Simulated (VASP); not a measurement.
Set up this calculation in VASP 6.6.1, as the native input.

- Task: relaxation of cell and atoms
- Functional: PBE
- Potentials or basis: VASP PAW PBE potentials, release 64 (Ti_sv)
- Cutoff: 600 eV
- k mesh: 12 × 12 × 12
- Occupations: fermi-dirac, width 0.08 eV
- Spin: no spin polarisation
- Dipole correction: no
- Further INCAR settings: ALGO = Normal; EDIFF = 1e-07; IBRION = 2; EDIFFG = -0.005; NSW = 60; ISIF = 3

The structure of Ti lies in POSCAR:

```
Ti
1.0
    0.0000000000      2.7912246522      2.7912246522
    2.7912246522      0.0000000000      2.7912246522
    2.7912246522      2.7912246522      0.0000000000
Ti
2
Direct
   -0.1250000000     -0.1250000000     -0.1250000000
    0.1250000000      0.1250000000      0.1250000000
```

This isn't the form of Ti at room conditions, which is hcp.

One way to write it, as run:

INCAR

```
SYSTEM = Ti
  ALGO = Normal
  EDIFF = 1E-7
  EDIFFG = -0.005
  ENCUT = 600
  GGA = PE
  IBRION = 2
  ISIF = 3
  ISMEAR = -1
  LASPH = .TRUE.
  LCHARG = .FALSE.
  LREAL = .FALSE.
  LWAVE = .FALSE.
  NELM = 100
  NSW = 60
  PREC = Accurate
  SIGMA = 0.08
```

KPOINTS

```
k-points
0
G
  12 12 12
  0 0 0
```

Potentials or basis: VASP PAW PBE potentials, release 64 (Ti_sv).

Run with:

```console
$ cat potpaw_PBE.64/Ti_sv/POTCAR > POTCAR
$ mpirun -np 1 vasp_std > vasp.out
```

Results of the run:

```
Relaxed volume                        : 23.07 Å³/atom
Relaxed cell                          : a = 4.026 Å, b = 4.026 Å, c = 4.026 Å, α = 60.00°, β = 60.00°, γ = 60.00°
Space group after relaxing (to 0.1 Å) : Fd-3m (No. 227)
Energy gained by relaxing             : 8.6 meV/atom
Ionic steps                           : 3
Pressure after relaxing               : 0.0 GPa
Band gap on the k mesh                : zero (bands 12 and 13 overlap by 0.19 eV)
```

Run time: 54 s on 1 thread of Intel(R) Xeon(R) 6975P-C (Granite Rapids), on a shared host, peak memory 0.21 GiB.
